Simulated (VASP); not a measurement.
# Al3GaN4 (P1) in VASP: single point with r2SCAN

Aim: the single point of Al3GaN4 with r2SCAN.

Everything below comes from runs of VASP 6.6.1. Logs are shortened: lines on timing, memory, paths and dates and some standing lists are left out, and cuts for length are marked.

**1. The cell of the first run**

The typed cell holds 8 atoms: a = 4.608 Å, b = 4.265 Å, c = 4.503 Å, α = 88.05°, β = 89.01°, γ = 90.07°.

**2. Single point, r2SCAN (atoms moved at random and the cell strained at random)**

Contents of POSCAR:

```
Al3GaN4
1.0
    4.6079384813     -0.0030961490      0.0393411901
   -0.0030961490      4.2641930567      0.0744938854
    0.0393411901      0.0744938854      4.5020603782
Al Ga N
3 1 4
Direct
    0.4971313945      0.5067486921      0.0046133166
    0.4991078922     -0.0106316406      0.5070999519
   -0.0012500690      0.5023012599      0.5035395563
    0.0017450628     -0.0042109286      0.0007982877
    0.7444033791      0.7375187590      0.2439694067
    0.7393728474      0.2660428354      0.7360366307
    0.2633857881      0.7443369646      0.7515936396
    0.2561037049      0.2578940583      0.2523492105
```

Contents of INCAR.step1:

```
ALGO = Normal ; EDIFF = 1E-4
ENCUT = 520 ; GGA = PE
ISMEAR = 0 ; LASPH = T
LCHARG = F ; LREAL = F
LWAVE = T ; NBANDS = 31
NELM = 80 ; PREC = Accurate
SIGMA = 0.05
```

Contents of INCAR.step2:

```
ALGO = Normal ; EDIFF = 1E-7
ENCUT = 520 ; ISIF = 2
ISMEAR = 0 ; ISTART = 1
LASPH = T ; LCHARG = F
LMIXTAU = T ; LREAL = F
LWAVE = F ; METAGGA = R2SCAN
NBANDS = 31 ; NELM = 80
PREC = Accurate ; SIGMA = 0.05
```

Contents of KPOINTS:

```
k-points
0
Gamma
  6 6 6
```

Potentials or basis: VASP PAW PBE potentials, release 64 (Al, Ga_d, N).

Started as:

```sh
$ cat potpaw_PBE.64/Al/POTCAR potpaw_PBE.64/Ga_d/POTCAR potpaw_PBE.64/N/POTCAR > POTCAR
$ cp INCAR.step1 INCAR
$ mpirun -np 1 vasp_std > vasp.out
$ cp INCAR.step2 INCAR
$ mpirun -np 1 vasp_std > vasp.out
```

OUTCAR:

```text
EDIFF = 1E-7
   ENCUT = 520
   ISIF = 2
   ISMEAR = 0
   ISTART = 1
   LASPH = T
   LREAL = F
   METAGGA = R2SCAN
   NELM = 80
   PREC = Accurate

 ion  position               nearest neighbor table
   1  0.497  0.507  0.005-   7 1.86   8 1.86   5 1.88   6 1.95   2 2.99   4 3.09   2 3.11   2 3.11
                             4 3.12   3 3.18   2 3.20   3 3.20   3 3.25   3 3.25
   2  0.499  0.989  0.507-   7 1.83   6 1.95   8 1.96   5 1.97   1 2.99   3 3.10   3 3.10   1 3.11
                             1 3.11   3 3.17   3 3.18   1 3.20
   3  0.999  0.502  0.504-   6 1.85   5 1.93   8 1.95   7 1.98   4 3.04   4 3.06   2 3.10   2 3.10
                             4 3.12   2 3.17   2 3.18   1 3.18   1 3.20   1 3.25   1 3.25
   4  0.002  0.996  0.001-   5 1.92   7 1.98   8 2.01   6 2.04   3 3.04   3 3.06   1 3.09   1 3.12
                             3 3.12
   5  0.744  0.738  0.244-   1 1.88   4 1.92   3 1.93   2 1.97
   6  0.739  0.266  0.736-   3 1.85   2 1.95   1 1.95   4 2.04
   7  0.263  0.744  0.752-   2 1.83   1 1.86   4 1.98   3 1.98
   8  0.256  0.258  0.252-   1 1.86   3 1.95   2 1.96   4 2.01

  LATTYP: Found a triclinic cell.
 ALAT       =     6.0957956923
 B/A-ratio  =     0.6996371002
 C/A-ratio  =     0.7559484754
 COS(alpha) =     0.0012486101
 COS(beta)  =     0.0136242508
 COS(gamma) =     0.6745228626

  Lattice vectors:

 A1 = (   0.0424373391,  -4.1896991713,   4.4275664928)
 A2 = (   0.0030961490,  -4.2641930567,  -0.0744938854)
 A3 = (   4.6079384813,  -0.0030961490,   0.0393411901)

Analysis of symmetry for initial positions (statically):
=====================================================================
 Subroutine PRICEL returns:
 Original cell was already a primitive cell.

 Routine SETGRP: Setting up the symmetry group for a
 triclinic supercell.

 Subroutine GETGRP returns: Found  1 space group operations
 (whereof  1 operations were pure point group operations)
 out of a pool of  2 trial point group operations.

The static configuration has the point symmetry C_1 .

Analysis of symmetry for dynamics (positions and initial velocities):
=====================================================================
 Subroutine PRICEL returns:
 Original cell was already a primitive cell.

 Routine SETGRP: Setting up the symmetry group for a
 triclinic supercell.

 Subroutine GETGRP returns: Found  1 space group operations
 (whereof  1 operations were pure point group operations)
 out of a pool of  2 trial point group operations.

The dynamic configuration has the point symmetry C_1 .

 Subroutine INISYM returns: Found  1 space group operations
 (whereof  1 operations are pure point group operations),
[... 111 lines left out ...]
   NSW    =      0    number of steps for IOM
   IBRION =     -1    ionic relax: 0-MD 1-quasi-New 2-CG
   NFREE  =      0    steps in history (QN), initial steepest desc. (CG)
   ISIF   =      2    stress and relaxation
   ISYM   =      2    0-nonsym 1-usesym 2-fastsym
   POTIM  = 0.5000    time-step for ionic-motion
   TEBEG  =    0.0;   TEEND  =   0.0 temperature during run
   PSTRESS=    0.0 pullay stress
   NELECT =      42.0000    total number of electrons
   NUPDOWN=      -1.0000    fix difference up-down
   EMIN   =  10.00;   EMAX   =-10.00  energy-range for DOS
   EFERMI =   0.00;   METHOD = LEGACY
   ISMEAR =     0;   SIGMA  =   0.05  broadening in eV -4-tet -1-fermi 0-gaus
   EFERMI_NEDOS =   21; number of points for ismear=-14 and -15
   IALGO  =     38    algorithm
   IMIX   =      4    mixing-type and parameters
     AMIX     =   0.40;   BMIX     =  1.00
     AMIX_MAG =   1.60;   BMIX_MAG =  1.00
  volume/ion in A,a.u.               =      11.05        74.59
  Fermi-wavevector in a.u.,A,eV,Ry     =   1.277299  2.413744 22.197789  1.631491
  Thomas-Fermi vector in A             =   2.409906
   LORBIT       =      0    0 simple, 1 ext, 2 COOP (PROOUT), +10 PAW based schemes
   METAGGA = R2SCAN    functional components
   LHFCALC =     F    Hartree Fock is set to
   AEXX    =    0.0000 exact exchange contribution
   IVDW    =     0    specifies the selected vdW correction
   LEPSILON=     F    determine dielectric tensor
   LRPA    =     F    only Hartree local field effects (RPA)
 non-spin polarized calculation
 Gauss-broadening in eV      SIGMA  =   0.05
  energy-cutoff  :      520.00
  volume of cell :       88.43
 maximum number of plane-waves:      2404
 NGX is ok and might be reduce to    36
   NGX = 17   NGY = 15   NGZ = 17

 number of electron      42.0000006 magnetization

 Free energy of the ion-electron system (eV)
  ---------------------------------------------------
  ext. energy  EPLUGINS =         0.00000000
  ---------------------------------------------------
  free energy    TOTEN  =       -78.96932632 eV

  energy without entropy =      -78.96932632  energy(sigma->0) =      -78.96932632

 E-fermi :   5.6665     XC(G=0): -11.5798

 val. band max:        5.3700371897   @ k =   0.0000   0.0000   0.0000
 cond. band min:       8.7636102391   @ k =   0.0000   0.0000   0.0000
 fundamental gap:      3.3935730494
 Fermi energy:         5.6664750362

 k-point     1 :       0.0000    0.0000    0.0000
  band No.  band energies     occupation
      1     -10.6142      2.00000
      2      -9.0440      2.00000
      3      -8.7780      2.00000
      4      -8.6941      2.00000
      5      -7.9332      2.00000
      6      -7.9039      2.00000
[... 805 lines left out ...]
     30      16.3239      0.00000
     31      16.5178      0.00000

 [... further k-points ...]
[... 5 lines left out ...]
  --------------------------------------------------------------------------------------
  -------------------------------------------------------------------------------------
  Total       -6.2179195     -0.7090339     -3.6552696      1.2394484     -4.4567212     -2.3016434
  in kB     -112.6572375    -12.8463868    -66.2267462     22.4565193    -80.7475724    -41.7015360
  external PRESSURE =     -63.9101235 kB  Pullay stress =       0.0000000 kB

 VOLUME and BASIS-vectors are now :
 -----------------------------------------------------------------------------
  energy-cutoff  :      520.00
  volume of cell :       88.43
      direct lattice vectors                 reciprocal lattice vectors
     4.607938481 -0.003096149  0.039341190     0.217033133  0.000190771 -0.001899698
    -0.003096149  4.264193057  0.074493885     0.000190771  0.234578934 -0.003883156
     0.039341190  0.074493885  4.502060378    -0.001899698 -0.003883156  0.222201375

 POSITION                                       TOTAL-FORCE (eV/Angst)
 -----------------------------------------------------------------------------------
      2.28936      2.15968      0.07808         0.570255     -0.868564     -0.319009
      2.31675      4.25509      2.37633         0.579250      1.235058     -1.001596
      4.62043      2.17633      2.34368         0.504037     -0.114358     -0.552863
      0.00499      4.24629      0.07784        -0.000615      0.922792     -0.254683
      3.43748      3.16079      1.18259        -0.031146      0.436520      1.121399
      3.43512      1.18700      3.36259         0.007419     -0.914441      0.737036
      1.24093      3.22917      3.44953        -1.252628     -0.230208     -0.438067
      1.18924      1.11772      1.16538        -0.376572     -0.466799      0.707783
 -----------------------------------------------------------------------------------
    total drift:                                0.006440      0.006245      0.000629

  FREE ENERGIE OF THE ION-ELECTRON SYSTEM (eV)
  ---------------------------------------------------
  free  energy   TOTEN  =       -78.9693263238 eV

  energy  without entropy=      -78.9693263238  energy(sigma->0) =      -78.96932632
```

It took 9.6 min on 1 thread of Intel Xeon 6975P-C (Granite Rapids), shared host; peak memory 0.38 GiB.

Results:

```
Free energy            : -78.9693 eV
Pressure               : -6.4 GPa
Largest force          : 1.692 eV/Å
Band gap on the k mesh : 3.39 eV, direct
```

Forces on the atoms (eV/Å):
```
Al   0.570 -0.869 -0.319
Al   0.579  1.235 -1.002
Al   0.504 -0.114 -0.553
Ga  -0.001  0.923 -0.255
N   -0.031  0.437  1.121
N    0.007 -0.914  0.737
N   -1.253 -0.230 -0.438
N   -0.377 -0.467  0.708
```

Caveat: the cell differs from its parent crystal (atoms moved at random and the cell strained at random); the PAW data sets were made with another functional, which shifts forces and pressure a little.
